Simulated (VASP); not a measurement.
# Sb (R-3m) in VASP: notebook, part 3 of 3

VASP 6.6.1.

### Step 5. Single point, PBE-based global hybrid with 50 % exact exchange

This run uses another cell than the first one, of 30.21 Å³/atom.

Input file POSCAR:

```
Sb
1.0
    2.1542000000      1.2437279499      3.7580000000
   -2.1542000000      1.2437279499      3.7580000000
    0.0000000000     -2.4874558998      3.7580000000
Sb
2
Direct
    0.7665100000      0.7665100000      0.7665100000
    0.2334900000      0.2334900000      0.2334900000
```

Input file INCAR.step1:

```
PREC     = Accurate       # precision mode
ENCUT    = 400            # plane-wave cutoff, eV
EDIFF    = 1E-5           # SCF threshold, eV
ISMEAR   = -1             # smearing method
SIGMA    = 0.05           # smearing width, eV
LREAL    = False          # projectors in reciprocal space
LASPH    = True           # aspherical terms in the spheres
NELM     = 120            # most SCF steps
ALGO     = Normal         # electronic algorithm
ISIF     = 2              # what is computed and relaxed
LWAVE    = True           # write WAVECAR
LCHARG   = False          # write CHGCAR
GGA      = PE             # functional
NBANDS   = 22             # bands
GGA_COMPAT= False
```

Input file INCAR.step2:

```
PREC     = Accurate       # precision mode
ENCUT    = 400            # plane-wave cutoff, eV
EDIFF    = 1E-6           # SCF threshold, eV
ISMEAR   = -1             # smearing method
SIGMA    = 0.05           # smearing width, eV
LREAL    = False          # projectors in reciprocal space
LASPH    = True           # aspherical terms in the spheres
NELM     = 120            # most SCF steps
ALGO     = Normal         # electronic algorithm
ISIF     = 2              # what is computed and relaxed
LWAVE    = False          # write WAVECAR
LCHARG   = False          # write CHGCAR
GGA      = PE             # functional
LHFCALC  = True           # exact exchange
AEXX     = 0.5            # exact-exchange fraction
PRECFOCK = Normal       
ISTART   = 1            
NBANDS   = 22             # bands
GGA_COMPAT= False
```

Input file KPOINTS:

```
Automatic mesh
0
Gamma
  4 4 4
```

Potentials or basis: VASP PAW PBE potentials, release 64 (Sb_d_GW).

Command:

```
cat potpaw_PBE.64/Sb_d_GW/POTCAR > POTCAR
cp INCAR.step1 INCAR
mpirun -np 1 vasp_std > vasp.out
cp INCAR.step2 INCAR
mpirun -np 1 vasp_std > vasp.out
```

OUTCAR:

```text
PREC = Accurate
   ENCUT = 400
   EDIFF = 1E-6
   ISMEAR = -1
   LREAL = False
   LASPH = True
   NELM = 120
   ISIF = 2
   GGA = PE
   LHFCALC = True
   AEXX = 0.5
   PRECFOCK = Normal
   ISTART = 1

 ion  position               nearest neighbor table
   1  0.767  0.767  0.767-   2 2.91   2 2.91   2 2.91   2 3.35   2 3.35   2 3.35
   2  0.233  0.233  0.233-   1 2.91   1 2.91   1 2.91   1 3.35   1 3.35   1 3.35

  LATTYP: Found a trigonal (rhomboedric) cell.
 ALAT       =     4.5066618304
 COS(alpha) =     0.5430253624

  Lattice vectors:

 A1 = (   2.1542000000,   1.2437279499,   3.7580000000)
 A2 = (  -2.1542000000,   1.2437279499,   3.7580000000)
 A3 = (   0.0000000000,  -2.4874558998,   3.7580000000)

Analysis of symmetry for initial positions (statically):
=====================================================================
 Subroutine PRICEL returns:
 Original cell was already a primitive cell.

 Routine SETGRP: Setting up the symmetry group for a
 trigonal (rhombohedral) supercell.

 Subroutine GETGRP returns: Found 12 space group operations
 (whereof 12 operations were pure point group operations)
 out of a pool of 12 trial point group operations.

The static configuration has the point symmetry D_3d.

Analysis of symmetry for dynamics (positions and initial velocities):
=====================================================================
 Subroutine PRICEL returns:
 Original cell was already a primitive cell.

 Routine SETGRP: Setting up the symmetry group for a
 trigonal (rhombohedral) supercell.

 Subroutine GETGRP returns: Found 12 space group operations
 (whereof 12 operations were pure point group operations)
 out of a pool of 12 trial point group operations.

The dynamic configuration has the point symmetry D_3d.

 Subroutine INISYM returns: Found 12 space group operations
 (whereof 12 operations are pure point group operations),
 and found     1 'primitive' translations

----------------------------------------------------------------------------------------

                                     Primitive cell

  volume of cell :      60.4115

  direct lattice vectors                    reciprocal lattice vectors
     2.154200000  1.243727950  3.758000000     0.232104726  0.134005726  0.088699663
    -2.154200000  1.243727950  3.758000000    -0.232104726  0.134005726  0.088699663
     0.000000000 -2.487455900  3.758000000     0.000000000 -0.268011452  0.088699663

  length of vectors
     4.506661830  4.506661830  4.506661830     0.282307932  0.282307932  0.282307932

  position of ions in fractional coordinates (direct lattice)
     0.766510000  0.766510000  0.766510000
     0.233490000  0.233490000  0.233490000

  ion indices of the primitive-cell ions
   primitive index   ion index
                 1           1
                 2           2

[... 28 lines left out ...]
  0.000000  0.000000  0.000000      1.000000
  0.250000 -0.000000  0.000000      6.000000
  0.500000 -0.000000  0.000000      3.000000
  0.250000  0.250000  0.000000      6.000000
  0.500000  0.250000 -0.000000     12.000000
 -0.250000  0.250000  0.000000      6.000000
  0.500000  0.500000  0.000000      3.000000
  0.250000  0.250000  0.250000      2.000000
  0.500000  0.250000  0.250000      6.000000
 -0.250000  0.250000  0.250000      6.000000
  0.500000  0.500000  0.250000      6.000000
 -0.250000  0.500000  0.250000      6.000000
  0.500000  0.500000  0.500000      1.000000
   k-points           NKPTS =     13   k-points in BZ     NKDIM =     64   number of bands    NBANDS=     22
   number of dos      NEDOS =    301   number of ions     NIONS =      2
   total plane-waves  NPLWV =  27000
   dimension x,y,z NGX =    30 NGY =   30 NGZ =   30
   dimension x,y,z NGXF=    60 NGYF=   60 NGZF=   60
   ions per type =               2
   NGX,Y,Z   is equivalent  to a cutoff of  11.07, 11.07, 11.07 a.u.
   NGXF,Y,Z  is equivalent  to a cutoff of  22.13, 22.13, 22.13 a.u.
 SYSTEM =  unknown system
   PREC   = accura    normal or accurate (medium, high low for compatibility)
   ISTART =      1    job   : 0-new  1-cont  2-samecut
   ICHARG =      0    charge: 1-file 2-atom 10-const
   ISPIN  =      1    spin polarized calculation?
   LNONCOLLINEAR =      F non collinear calculations
   LSORBIT =      F    spin-orbit coupling
   LASPH  =      T    aspherical Exc in radial PAW
   ENCUT  =  400.0 eV  29.40 Ry    5.42 a.u.   7.35  7.35  7.35*2*pi/ulx,y,z
   NELM   =    120;   NELMIN=  2; NELMDL=  0     # of ELM steps
   EDIFF  = 0.1E-05   stopping-criterion for ELM
   LREAL  =      F    real-space projection
   EDIFFG = 0.1E-04   stopping-criterion for IOM
   NSW    =      0    number of steps for IOM
   IBRION =     -1    ionic relax: 0-MD 1-quasi-New 2-CG
   NFREE  =      0    steps in history (QN), initial steepest desc. (CG)
   ISIF   =      2    stress and relaxation
   ISYM   =      3    0-nonsym 1-usesym 2-fastsym
   POTIM  = 0.5000    time-step for ionic-motion
   TEBEG  =    0.0;   TEEND  =   0.0 temperature during run
   PSTRESS=    0.0 pullay stress
   NELECT =      30.0000    total number of electrons
   NUPDOWN=      -1.0000    fix difference up-down
   EMIN   =  10.00;   EMAX   =-10.00  energy-range for DOS
   EFERMI =   0.00;   METHOD = LEGACY
   ISMEAR =    -1;   SIGMA  =   0.05  broadening in eV -4-tet -1-fermi 0-gaus
   EFERMI_NEDOS =   21; number of points for ismear=-14 and -15
   IALGO  =     38    algorithm
   IMIX   =      1    mixing-type and parameters
     AMIX     =   0.40;   BMIX     =  1.00
     AMIX_MAG =   1.60;   BMIX_MAG =  1.00
  volume/ion in A,a.u.               =      30.21       203.84
  Fermi-wavevector in a.u.,A,eV,Ry     =   1.296409  2.449858 22.866996  1.680677
  Thomas-Fermi vector in A             =   2.427867
   LORBIT       =      0    0 simple, 1 ext, 2 COOP (PROOUT), +10 PAW based schemes
   GGA     = PE    functional components
   LHFCALC =     T    Hartree Fock is set to
   PRECFOCK=normal    Normal, Fast or Accurate (Low or Medium for compatibility)
   ENCUT4O =  -1.0   cutoff for four orbital integrals eV
   NKREDX  =     1    reduce k-point grid by
   NKREDY  =     1    reduce k-point grid by
   NKREDZ  =     1    reduce k-point grid by
   AEXX    =    0.5000 exact exchange contribution
   HFSCREEN=    0.0000 screening length (either q_TF or 0.3 A-1)
   HFSCREENC=   0.0000 screening length for correlation (either q_TF or 0.3 A-1)
   ENCUTFOCK=  -1.0 apply spherical cutoff to Coloumb kernel
   IVDW    =     0    specifies the selected vdW correction
   LEPSILON=     F    determine dielectric tensor
   LRPA    =     F    only Hartree local field effects (RPA)
 non-spin polarized calculation
  energy-cutoff  :      400.00
  volume of cell :       60.41
 maximum number of plane-waves:      1113
 NGX is ok and might be reduce to    30
  NGX = 24; NGY = 24; NGZ = 24

 number of electron      29.9999999 magnetization

 Free energy of the ion-electron system (eV)
  ---------------------------------------------------
  ext. energy  EPLUGINS =         0.00000000
  ---------------------------------------------------
  free energy    TOTEN  =       -13.85778793 eV

  energy without entropy =      -13.85778792  energy(sigma->0) =      -13.85778792

 E-fermi :   5.2360     XC(G=0):  -5.7778

 val. band max:        4.4807621409   @ k =   0.5000   0.5000   0.5000
 cond. band min:       6.0469686763   @ k =   0.5000  -0.0000   0.0000
 fundamental gap:      1.5662065354
 Fermi energy:         5.2359936479

 k-point     1 :       0.0000    0.0000    0.0000
  band No.  band energies     occupation
      1     -30.2344      2.00000
      2     -30.2344      2.00000
      3     -30.1328      2.00000
      4     -30.1328      2.00000
      5     -30.0848      2.00000
      6     -29.9963      2.00000
[... 314 lines left out ...]
     21      16.2385      0.00000
     22      16.5714      0.00000

------------------------ aborting loop because EDIFF is reached ----------------------------------------

  FORCE on cell =-STRESS in cart. coord.  units (eV):
  Direction    XX          YY          ZZ          XY          YZ          ZX
  --------------------------------------------------------------------------------------
  -------------------------------------------------------------------------------------
  Total       -0.6347775     -0.6347775     -0.6925310      0.0000000     -0.0000000      0.0000000
  in kB      -16.8349816    -16.8349816    -18.3666673      0.0000000     -0.0000000      0.0000000
  external PRESSURE =     -17.3455435 kB  Pullay stress =       0.0000000 kB

 VOLUME and BASIS-vectors are now :
 -----------------------------------------------------------------------------
  energy-cutoff  :      400.00
  volume of cell :       60.41
      direct lattice vectors                 reciprocal lattice vectors
     2.154200000  1.243727950  3.758000000     0.232104726  0.134005726  0.088699663
    -2.154200000  1.243727950  3.758000000    -0.232104726  0.134005726  0.088699663
     0.000000000 -2.487455900  3.758000000     0.000000000 -0.268011452  0.088699663

 POSITION                                       TOTAL-FORCE (eV/Angst)
 -----------------------------------------------------------------------------------
      0.00000      0.00000      8.64163         0.000000      0.000000      0.705430
      0.00000      0.00000      2.63237         0.000000     -0.000000     -0.705430
 -----------------------------------------------------------------------------------
    total drift:                               -0.000003     -0.000006      0.000019

  FREE ENERGIE OF THE ION-ELECTRON SYSTEM (eV)
  ---------------------------------------------------
  free  energy   TOTEN  =       -13.8577879303 eV

  energy  without entropy=      -13.8577879160  energy(sigma->0) =      -13.85778792
```

Wall time 23 min (1 thread of Intel Xeon Platinum 8488C (Sapphire Rapids), shared host); peak memory 0.19 GiB.

What came out:

* Free energy: -13.8578 eV
* Pressure: -1.7 GPa
* Largest force: 0.705 eV/Å
* Band gap on the k mesh: 1.57 eV (least direct gap 1.77 eV)

Forces on the atoms (eV/Å):
```
Sb   0.000  0.000  0.705
Sb   0.000  0.000 -0.705
```

Stress tensor (GPa, compression positive):
```
-1.68  0.00  0.00
 0.00 -1.68  0.00
 0.00  0.00 -1.84
```

Caveat: the k points lie up to 0.44 Å⁻¹ apart; the PAW data sets were made with another functional, which shifts forces and pressure a little; spin-orbit coupling is left out, which moves the levels of the heavy elements. A k mesh can miss the band edges.

### Step 6. Overview

```csv
level,cell,cutoff (eV),share of exact exchange,screening parameter,gap on the mesh (eV),pressure (GPa),largest force (eV/Å)
HSE06,"a = 4.446 Å, angles 57.1°, 2 atoms",400,0.25,0.2079 1/Å,-,3.1,0.10
r2SCAN0,"a = 4.507 Å, angles 57.1°, 2 atoms",440,0.25,-,0.92,0.3,0.48
PBE0,"a = 4.537 Å, angles 57.1°, 2 atoms",400,0.25,-,0.93,-0.9,0.47
PBE-based global hybrid with 50 % exact exchange,"a = 4.507 Å, angles 57.1°, 2 atoms",400,0.5,-,1.57,-1.7,0.71
```

Alike in all rows: task single point; potentials or basis VASP PAW PBE potentials, release 64 (Sb_d_GW); no spin polarisation; k mesh 4 × 4 × 4; smearing fermi-dirac 0.05 eV.

Caveats: all runs use coarse meshes; the PAW data sets were made with another functional, which shifts forces and pressure a little; spin-orbit coupling is left out, which moves the levels of the heavy elements.

Absolute energies hang on the potentials; compare differences alone.
